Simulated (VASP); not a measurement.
# SnO (P2_1/m) in VASP: a series of runs

Runs on SnO. Level: PBEsol+D3(BJ). Tasks: single point.

Program: VASP 6.6.1. These are calculated values, not measurements. Logs are shortened: lines on timing, memory, paths and dates and some standing lists are left out, and cuts for length are marked.

## 1. The cell of the first run

It takes space group P2_1/m (No. 11, monoclinic). Conventional cell: a = 3.774 Å, b = 3.770 Å, c = 4.568 Å, α = 90.00°, β = 95.01°, γ = 90.00°. Within 2.8 Å of Sn (site symmetry m) lie 4 O at 2.13 to 2.30 Å. O (site symmetry m) has 4 Sn at 2.13 to 2.30 Å and 4 O at 2.67 Å within 2.8 Å.

## 2. Single point, PBEsol+D3(BJ) (strain +0.0875 x Voigt [0, 0, 0, 1, 0, 0])

File INCAR:

```
SYSTEM = SnO
PREC = Accurate
ENCUT = 600
EDIFF = 1E-6
ISMEAR = 0
SIGMA = 0.15
LREAL = .FALSE.
LASPH = .TRUE.
NELM = 120
ALGO = Normal
ISIF = 2
LWAVE = .FALSE.
LCHARG = .FALSE.
GGA = PS
IVDW = 12
NBANDS = 28
GGA_COMPAT = .FALSE.
```

File KPOINTS:

```
regular mesh
0
G
  12 12 10
  0 0 0
```

File POSCAR:

```
SnO
1.0
    3.7703910616      0.0000000000      0.0000000000
    0.0000000000      3.7703910616      0.1649546089
    0.0000000000      0.1996474500      4.5633702865
Sn O
2 2
Direct
    0.0000000000      0.5000000000      0.2532585894
    0.5000000000      0.0000000000      0.7467414106
    0.0000000000      0.0000000000      0.0000000000
    0.5000000000      0.5000000000      0.0000000000
```

Potentials or basis: VASP PAW PBE potentials, release 64 (Sn_d, O).

Started as:

```console
cat potpaw_PBE.64/Sn_d/POTCAR potpaw_PBE.64/O/POTCAR > POTCAR
mpirun -np 1 vasp_std > vasp.out
```

OUTCAR:

```text
SYSTEM = SnO
   PREC = Accurate
   ENCUT = 600
   EDIFF = 1E-6
   ISMEAR = 0
   LREAL = .FALSE.
   LASPH = .TRUE.
   NELM = 120
   ISIF = 2
   GGA = PS
   IVDW = 12
 IVDW          = 12

 ion  position               nearest neighbor table
   1  0.000  0.500  0.253-   3 2.13   4 2.21   4 2.21   3 2.30   2 3.38   2 3.38   2 3.42   2 3.42
                             2 3.60   2 3.60   2 3.64   2 3.64
   2  0.500  0.000  0.747-   4 2.13   3 2.21   3 2.21   4 2.30   1 3.38   1 3.38   1 3.42   1 3.42
                             1 3.60   1 3.60   1 3.64   1 3.64
   3  0.000  0.000  0.000-   1 2.13   2 2.21   2 2.21   1 2.30
   4  0.500  0.500  0.000-   2 2.13   1 2.21   1 2.21   2 2.30

  LATTYP: Found a simple monoclinic cell.
 ALAT       =     3.7739977187
 B/A-ratio  =     0.9990443404
 C/A-ratio  =     1.2103175007
 COS(beta)  =    -0.0873328395

  Lattice vectors:

 A1 = (   0.0000000000,   3.7703910616,   0.1649546089)
 A2 = (   3.7703910616,   0.0000000000,   0.0000000000)
 A3 = (   0.0000000000,  -0.1996474500,  -4.5633702865)

Analysis of symmetry for initial positions (statically):
=====================================================================
 Subroutine PRICEL returns:
 Original cell was already a primitive cell.

 Routine SETGRP: Setting up the symmetry group for a
 simple monoclinic supercell.

 Subroutine GETGRP returns: Found  4 space group operations
 (whereof  2 operations were pure point group operations)
 out of a pool of  4 trial point group operations.

The static configuration has the point symmetry C_1h.
 The point group associated with its full space group is C_2h.

Analysis of symmetry for dynamics (positions and initial velocities):
=====================================================================
 Subroutine PRICEL returns:
 Original cell was already a primitive cell.

 Routine SETGRP: Setting up the symmetry group for a
 simple monoclinic supercell.

 Subroutine GETGRP returns: Found  4 space group operations
 (whereof  2 operations were pure point group operations)
 out of a pool of  4 trial point group operations.

The dynamic configuration has the point symmetry C_1h.
 The point group associated with its full space group is C_2h.

 Subroutine INISYM returns: Found  4 space group operations
 (whereof  2 operations are pure point group operations),
 and found     1 'primitive' translations

----------------------------------------------------------------------------------------

                                     Primitive cell

  volume of cell :      64.7480

[... 94 lines left out ...]
   EDIFFG = 0.1E-04   stopping-criterion for IOM
   NSW    =      0    number of steps for IOM
   IBRION =     -1    ionic relax: 0-MD 1-quasi-New 2-CG
   NFREE  =      0    steps in history (QN), initial steepest desc. (CG)
   ISIF   =      2    stress and relaxation
   ISYM   =      2    0-nonsym 1-usesym 2-fastsym
   POTIM  = 0.5000    time-step for ionic-motion
   TEBEG  =    0.0;   TEEND  =   0.0 temperature during run
   PSTRESS=    0.0 pullay stress
   NELECT =      40.0000    total number of electrons
   NUPDOWN=      -1.0000    fix difference up-down
   EMIN   =  10.00;   EMAX   =-10.00  energy-range for DOS
   EFERMI =   0.00;   METHOD = LEGACY
   ISMEAR =     0;   SIGMA  =   0.15  broadening in eV -4-tet -1-fermi 0-gaus
   EFERMI_NEDOS =   21; number of points for ismear=-14 and -15
   IALGO  =     38    algorithm
   IMIX   =      4    mixing-type and parameters
     AMIX     =   0.40;   BMIX     =  1.00
     AMIX_MAG =   1.60;   BMIX_MAG =  1.00
  volume/ion in A,a.u.               =      16.19       109.24
  Fermi-wavevector in a.u.,A,eV,Ry     =   1.394289  2.634823 26.450280  1.944041
  Thomas-Fermi vector in A             =   2.517852
   LORBIT       =      0    0 simple, 1 ext, 2 COOP (PROOUT), +10 PAW based schemes
   GGA     = PS    functional components
   LHFCALC =     F    Hartree Fock is set to
   AEXX    =    0.0000 exact exchange contribution
   IVDW    =    12    specifies the selected vdW correction
   LEPSILON=     F    determine dielectric tensor
   LRPA    =     F    only Hartree local field effects (RPA)
 non-spin polarized calculation
 Gauss-broadening in eV      SIGMA  =   0.15
  energy-cutoff  :      600.00
  volume of cell :       64.75
 maximum number of plane-waves:      2193
   NGX = 15   NGY = 15   NGZ = 19

 number of electron      40.0000017 magnetization

 Free energy of the ion-electron system (eV)
  ---------------------------------------------------
  ext. energy  EPLUGINS =         0.00000000
  ---------------------------------------------------
  free energy    TOTEN  =       -24.08733867 eV

  energy without entropy =      -24.08297199  energy(sigma->0) =      -24.08515533

 E-fermi :   8.0072     XC(G=0): -10.9394

 val. band max:        8.0058212243   @ k =   0.0833   0.0000   0.1000
 cond. band min:       8.0219527078   @ k =   0.0833   0.0833   0.1000
 fundamental gap:      0.0161314835
 Fermi energy:         8.0072288857

 k-point     1 :       0.0000    0.0000    0.0000
  band No.  band energies     occupation
      1     -14.1054      2.00000
      2     -13.6504      2.00000
      3     -13.6169      2.00000
      4     -13.5803      2.00000
      5     -13.5549      2.00000
      6     -13.5427      2.00000
[... 733 lines left out ...]
     27      16.3764      0.00000
     28      16.6881      0.00000

 [... further k-points ...]

------------------------ aborting loop because EDIFF is reached ----------------------------------------

 Edisp (eV)   -0.93567

 E8    (eV) :    -0.6192

  FORCE on cell =-STRESS in cart. coord.  units (eV):
  Direction    XX          YY          ZZ          XY          YZ          ZX
  --------------------------------------------------------------------------------------
  -------------------------------------------------------------------------------------
  Total       0.19859     0.78110     0.49605     0.00000    -2.33527     0.00000
  in kB       4.91414    19.32813    12.27462     0.00000   -57.78580     0.00000
  external pressure =       12.17 kB  Pullay stress =        0.00 kB

 VOLUME and BASIS-vectors are now :
 -----------------------------------------------------------------------------
  energy-cutoff  :      600.00
  volume of cell :       64.75
      direct lattice vectors                 reciprocal lattice vectors
     3.770391062  0.000000000  0.000000000     0.265224478  0.000000000  0.000000000
     0.000000000  3.770391062  0.164954609     0.000000000  0.265733107 -0.011625823
     0.000000000  0.199647450  4.563370286     0.000000000 -0.009605598  0.219556527

 POSITION                                       TOTAL-FORCE (eV/Angst)
 -----------------------------------------------------------------------------------
      0.00000      1.93576      1.23819         0.000000     -0.535676      0.235101
      1.88520      0.14909      3.40766         0.000000      0.535676     -0.235101
      0.00000      0.00000      0.00000         0.000000      0.390174     -0.096869
      1.88520      1.88520      0.08248         0.000000     -0.390174      0.096869
 -----------------------------------------------------------------------------------
    total drift:                                0.000000      0.000000      0.000000

  FREE ENERGIE OF THE ION-ELECTRON SYSTEM (eV)
  ---------------------------------------------------
  free  energy   TOTEN  =       -25.0230111548 eV

  energy  without entropy=      -25.0186444783  energy(sigma->0) =      -25.02082782
```

stdout:

```text
POSCAR found type information on POSCAR SnO
 POSCAR found :  2 types and       4 ions
 scaLAPACK will be used
 -----------------------------------------------------------------------------
|                                                                             |
|                                                                             |
|     You enforced a specific xc type in the INCAR file but a different       |
|     I HOPE YOU KNOW WHAT YOU ARE DOING!                                     |
|                                                                             |
 -----------------------------------------------------------------------------

 LDA part: xc-table for (Slater+PW92), standard interpolation
 POSCAR, INCAR and KPOINTS ok, starting setup
 FFT: planning ... GRIDC
 FFT: planning ... GRID_SOFT
 FFT: planning ... GRID
 WAVECAR not read
 entering main loop
```

Wall time 13 min (1 thread of Oxide Virtual Turin-like, shared host); peak memory 0.77 GiB.

What came out:

```
Free energy                : -25.0230 eV
Pressure                   : 1.2 GPa
Largest force              : 0.585 eV/Å
Band gap on the k mesh     : zero (bands 20 and 21 overlap by 0.42 eV)
Dispersion energy per atom : -0.234 eV
```

Forces in eV/Å, atoms in the order of the input:
```
Sn   0.000 -0.536  0.235
Sn   0.000  0.536 -0.235
O    0.000  0.390 -0.097
O    0.000 -0.390  0.097
```

Caveat: the cell differs from its parent crystal (strain +0.0875 x Voigt [0, 0, 0, 1, 0, 0]); semilocal functionals underestimate gaps, and a narrow one can read as zero; the PAW data sets were made with another functional, which shifts forces and pressure a little; spin-orbit coupling is left out, which moves the levels of the heavy elements.

## 3. Single point, PBEsol+D3(BJ) (strain +0.0375 x Voigt [0, 0, 0, 1, 0, 0])

INCAR is that of step 2.

KPOINTS is that of step 2.

POSCAR: that of step 2 with these lines changed.

```diff
@@ -3,4 +3,4 @@
     3.7703910616      0.0000000000      0.0000000000
-    0.0000000000      3.7703910616      0.1649546089
-    0.0000000000      0.1996474500      4.5633702865
+    0.0000000000      3.7703910616      0.0706948324
+    0.0000000000      0.0855631929      4.5633702865
 Sn O
```

Potentials or basis: VASP PAW PBE potentials, release 64 (Sn_d, O).

Started as:

```console
cat potpaw_PBE.64/Sn_d/POTCAR potpaw_PBE.64/O/POTCAR > POTCAR
mpirun -np 1 vasp_std > vasp.out
```

OUTCAR:

```text
SYSTEM = SnO
   PREC = Accurate
   ENCUT = 600
   EDIFF = 1E-6
   ISMEAR = 0
   LREAL = .FALSE.
   LASPH = .TRUE.
   NELM = 120
   ISIF = 2
   GGA = PS
   IVDW = 12
 IVDW          = 12

 ion  position               nearest neighbor table
   1  0.000  0.500  0.253-   3 2.17   4 2.21   4 2.21   3 2.25   2 3.44   2 3.44   2 3.48   2 3.48
                             2 3.54   2 3.54   2 3.57   2 3.57
   2  0.500  0.000  0.747-   4 2.17   3 2.21   3 2.21   4 2.25   1 3.44   1 3.44   1 3.48   1 3.48
                             1 3.54   1 3.54   1 3.57   1 3.57
   3  0.000  0.000  0.000-   1 2.17   2 2.21   2 2.21   1 2.25
   4  0.500  0.500  0.000-   2 2.17   1 2.21   1 2.21   2 2.25

  LATTYP: Found a simple monoclinic cell.
 ALAT       =     3.7710537674
 B/A-ratio  =     0.9998242651
 C/A-ratio  =     1.2103175007
 COS(beta)  =    -0.0374868210

  Lattice vectors:

 A1 = (   0.0000000000,   3.7703910616,   0.0706948324)
 A2 = (   3.7703910616,   0.0000000000,   0.0000000000)
 A3 = (   0.0000000000,  -0.0855631929,  -4.5633702865)

Analysis of symmetry for initial positions (statically):
=====================================================================
 Subroutine PRICEL returns:
 Original cell was already a primitive cell.

 Routine SETGRP: Setting up the symmetry group for a
 simple monoclinic supercell.

 Subroutine GETGRP returns: Found  4 space group operations
 (whereof  2 operations were pure point group operations)
 out of a pool of  4 trial point group operations.

The static configuration has the point symmetry C_1h.
 The point group associated with its full space group is C_2h.

Analysis of symmetry for dynamics (positions and initial velocities):
=====================================================================
 Subroutine PRICEL returns:
 Original cell was already a primitive cell.

 Routine SETGRP: Setting up the symmetry group for a
 simple monoclinic supercell.

 Subroutine GETGRP returns: Found  4 space group operations
 (whereof  2 operations were pure point group operations)
 out of a pool of  4 trial point group operations.

[... 127 lines left out ...]
  Fermi-wavevector in a.u.,A,eV,Ry     =   1.393562  2.633450 26.422711  1.942014
  Thomas-Fermi vector in A             =   2.517196
   LORBIT       =      0    0 simple, 1 ext, 2 COOP (PROOUT), +10 PAW based schemes
   GGA     = PS    functional components
   LHFCALC =     F    Hartree Fock is set to
   AEXX    =    0.0000 exact exchange contribution
   IVDW    =    12    specifies the selected vdW correction
   LEPSILON=     F    determine dielectric tensor
   LRPA    =     F    only Hartree local field effects (RPA)
 non-spin polarized calculation
 Gauss-broadening in eV      SIGMA  =   0.15
  energy-cutoff  :      600.00
  volume of cell :       64.85
 maximum number of plane-waves:      2187
   NGX = 15   NGY = 15   NGZ = 19

 number of electron      40.0000019 magnetization

 Free energy of the ion-electron system (eV)
  ---------------------------------------------------
  ext. energy  EPLUGINS =         0.00000000
  ---------------------------------------------------
  free energy    TOTEN  =       -24.17271997 eV

  energy without entropy =      -24.16818795  energy(sigma->0) =      -24.17045396

 E-fermi :   7.9760     XC(G=0): -10.9348

 val. band max:        7.9728293472   @ k =   0.0833   0.0833   0.1000
 cond. band min:       7.9776912396   @ k =   0.0000   0.0833   0.1000
 fundamental gap:      0.0048618924
 Fermi energy:         7.9760428410

 k-point     1 :       0.0000    0.0000    0.0000
  band No.  band energies     occupation
      1     -14.0986      2.00000
      2     -13.6337      2.00000
      3     -13.6267      2.00000
      4     -13.5973      2.00000
      5     -13.5684      2.00000
      6     -13.5621      2.00000
[... 733 lines left out ...]
     27      16.4153      0.00000
     28      16.5581      0.00000

 [... further k-points ...]

------------------------ aborting loop because EDIFF is reached ----------------------------------------

 Edisp (eV)   -0.93394

 E8    (eV) :    -0.6180

  FORCE on cell =-STRESS in cart. coord.  units (eV):
  Direction    XX          YY          ZZ          XY          YZ          ZX
  --------------------------------------------------------------------------------------
  -------------------------------------------------------------------------------------
  Total       0.09082     0.19706     0.15797     0.00000    -0.98401     0.00000
  in kB       2.24379     4.86861     3.90276     0.00000   -24.31101     0.00000
  external pressure =        3.67 kB  Pullay stress =        0.00 kB

 VOLUME and BASIS-vectors are now :
 -----------------------------------------------------------------------------
  energy-cutoff  :      600.00
  volume of cell :       64.85
      direct lattice vectors                 reciprocal lattice vectors
     3.770391062  0.000000000  0.000000000     0.265224478  0.000000000  0.000000000
     0.000000000  3.770391062  0.070694832     0.000000000  0.265317753 -0.004974708
     0.000000000  0.085563193  4.563370286     0.000000000 -0.004110250  0.219213350

 POSITION                                       TOTAL-FORCE (eV/Angst)
 -----------------------------------------------------------------------------------
      0.00000      1.90687      1.19106         0.000000     -0.221379      0.117959
      1.88520      0.06389      3.40766         0.000000      0.221379     -0.117959
      0.00000      0.00000      0.00000         0.000000      0.157863     -0.017621
      1.88520      1.88520      0.03535         0.000000     -0.157863      0.017621
 -----------------------------------------------------------------------------------
    total drift:                                0.000000      0.000000      0.000000

  FREE ENERGIE OF THE ION-ELECTRON SYSTEM (eV)
  ---------------------------------------------------
  free  energy   TOTEN  =       -25.1066626410 eV

  energy  without entropy=      -25.1021306166  energy(sigma->0) =      -25.10439663
```

stdout:

```text
POSCAR found type information on POSCAR SnO
 POSCAR found :  2 types and       4 ions
 scaLAPACK will be used
 -----------------------------------------------------------------------------
|                                                                             |
|                                                                             |
|     You enforced a specific xc type in the INCAR file but a different       |
|     I HOPE YOU KNOW WHAT YOU ARE DOING!                                     |
|                                                                             |
 -----------------------------------------------------------------------------

 LDA part: xc-table for (Slater+PW92), standard interpolation
 POSCAR, INCAR and KPOINTS ok, starting setup
 FFT: planning ... GRIDC
 FFT: planning ... GRID_SOFT
 FFT: planning ... GRID
 WAVECAR not read
 entering main loop
```

It took 16 min on 1 thread of Oxide Virtual Turin-like, shared host; peak memory 0.77 GiB.

What came out:

```yaml
Free_energy: -25.1067 eV
Pressure: 0.4 GPa
Largest_force: 0.251 eV/Å
Band_gap_on_the_k_mesh: zero (bands 20 and 21 overlap by 0.46 eV)
Dispersion_energy_per_atom: -0.233 eV
```

Forces in eV/Å, atoms in the order of the input:
```
Sn   0.000 -0.221  0.118
Sn   0.000  0.221 -0.118
O    0.000  0.158 -0.018
O    0.000 -0.158  0.018
```

Caveat: the cell differs from its parent crystal (strain +0.0375 x Voigt [0, 0, 0, 1, 0, 0]); semilocal functionals underestimate gaps, and a narrow one can read as zero; the PAW data sets were made with another functional, which shifts forces and pressure a little; spin-orbit coupling is left out, which moves the levels of the heavy elements.
